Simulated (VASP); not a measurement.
Set up this calculation in VASP 6.6.1, as the native input.

- Task: single point
- Functional: PBE
- Potentials or basis: VASP PAW PBE potentials, release 64 (Mg, P, Ga_d, Ge_d, Sn_d)
- Cutoff: 520 eV
- k mesh: 3 × 3 × 3
- Occupations: gaussian, width 0.1 eV
- Spin: no spin polarisation
- Dipole correction: no
- Further INCAR settings: LREAL = Auto; ALGO = Normal; EDIFF = 1e-07; NBANDS = 71; ISYM = 0

The structure of Mg3Ga2Sn2GeP8 lies in POSCAR:

```
Mg3Ga2Sn2GeP8
1.0
   -5.7656679563      5.7285089553     -0.0158342922
   -5.7571685240     -0.0070638266      5.7453831699
    0.0196816554      5.7323982936      5.7577692712
Mg P Ga Ge Sn
3 8 2 1 2
Direct
    0.0074248103      0.0093313185      0.9816129824
    0.0132487571      0.5027199922      0.9858981245
    0.5055900954      0.5013721370      0.9865443169
    0.8611868062      0.8809442975      0.3708166665
    0.3886758688      0.8705937454      0.3671722183
    0.8617413541      0.3845420937      0.3699196715
    0.8599539032      0.8756168439      0.8900849849
    0.3844280204      0.3679450639      0.3755623579
    0.3844967009      0.8805008894      0.8638599911
    0.8706417130      0.3733012488      0.8921491821
    0.3836069571      0.3682205503      0.8693090074
    0.5054702806      0.0157182680      0.9697964541
    0.4962046188      0.4841928611      0.5201726856
    0.4926679953      0.9999754074      0.5128101617
    0.9905393051      0.9984902307      0.5165764022
    0.9905933533      0.4856046002      0.5277221455
```

The input as run:

INCAR

```
SYSTEM = Mg3Ga2Sn2GeP8
PREC = Accurate
ENCUT = 520
EDIFF = 1E-7
ISMEAR = 0
SIGMA = 0.1
LREAL = Auto
LASPH = .True.
NELM = 80
ALGO = Normal
ISIF = 2
LWAVE = .False.
LCHARG = .False.
GGA = PE
ISYM = 0
NBANDS = 71
```

KPOINTS

```
regular mesh
0
Gamma
  3 3 3
  0 0 0
```

Potentials or basis: VASP PAW PBE potentials, release 64 (Mg, P, Ga_d, Ge_d, Sn_d).

Command:

```bash
$ cat potpaw_PBE.64/Mg/POTCAR potpaw_PBE.64/P/POTCAR potpaw_PBE.64/Ga_d/POTCAR potpaw_PBE.64/Ge_d/POTCAR potpaw_PBE.64/Sn_d/POTCAR > POTCAR
$ mpirun -np 1 vasp_std > vasp.out
```

Results of the run:

The pressure is -0.1 GPa and the largest force is 0.047 eV/Å. The band gap on the k mesh is 0.06 eV.

Caveat: semilocal functionals underestimate gaps, and a narrow one can read as zero; spin-orbit coupling is left out, which moves the levels of the heavy elements.

It took 26 min on 1 thread of Intel Xeon 8259CL, on a shared host, peak memory 0.65 GiB.
